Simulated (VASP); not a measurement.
**SnTe (zincblende type): single point with PBE**

The system is SnTe (zincblende type).

```
Sn Te
1.0
     0.00000    3.45584    3.45584
     3.45584    0.00000    3.45584
     3.45584    3.45584    0.00000
Sn Te
1 1
Direct
  0.00000 0.00000 0.00000
  0.25000 0.25000 0.25000
```

```
Program                : VASP 6.6.1
Task                   : single point
Functional             : PBE
Potentials or basis    : VASP PAW PBE potentials, release 64 (Sn_d, Te)
Cutoff                 : 520 eV
k mesh                 : 12 × 12 × 12
Occupations            : fermi-dirac, width 0.08 eV
Spin                   : no spin polarisation
Dipole correction      : no
Further INCAR settings : ALGO = Normal; EDIFF = 1e-06; NBANDS = 17
```

```json
{"Pressure": "3.8 GPa", "Band gap on the k mesh": "zero (bands 10 and 11 overlap by 0.35 eV)"}
```

Levels at points of the mesh, in eV from the Fermi level:
```csv
k point,band 8,band 9,band 10,band 11,band 12,band 13
"(0.00, 0.00, 0.00)",-2.29,-2.29,-2.29,0.87,0.87,0.87
"(0.50, 0.00, 0.00)",-2.92,-2.92,-2.22,1.75,1.75,3.88
"(0.50, 0.50, 0.00)",-3.71,-3.71,-0.80,-0.16,4.37,4.37
```

It took 84 s on 1 thread of AMD EPYC 7R13, with other jobs on the host, peak memory 0.24 GiB.

Caveat: the cell stands under pressure; semilocal functionals underestimate gaps, so a narrow gap can read as zero; spin-orbit coupling is left out, which moves the levels of the heavy elements.
